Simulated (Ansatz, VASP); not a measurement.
**AlCu in VASP and in Ansatz**

```xyz
2
Lattice="3.1129 0.0000 0.0000 0.0000 3.1129 0.0000 0.0000 0.0000 3.1129" Properties=species:S:1:pos:R:3 pbc="T T T"
Al    0.0000    0.0000    0.0000
Cu    1.5565    1.5565    1.5565
```

Alike in both runs: task single point; functional PBEsol; k mesh 8 × 8 × 8; occupations fermi-dirac, width 0.05 eV; no spin polarisation.

|  | VASP | Ansatz |
| --- | --- | --- |
| version | VASP 6.6.1 | Ansatz 0.2.0 |
| potentials or method | VASP PAW PBE potentials, release 64 (Al, Cu), cutoff 520 eV | plane waves, PAW |
| valence electrons in the cell | 14 | 22 |

|  | VASP | Ansatz | Ansatz less VASP |
| --- | --- | --- | --- |
| pressure (GPa) | -13.5 | -13.8 | -0.35 |

VASP's potentials were made for PBE, not for PBEsol. With one functional, cell and mesh, what is left measures potentials, basis and numerics. VASP's potentials hold 14 valence electrons a cell and Ansatz's 22, so a difference there can come from the potentials and not from the codes.
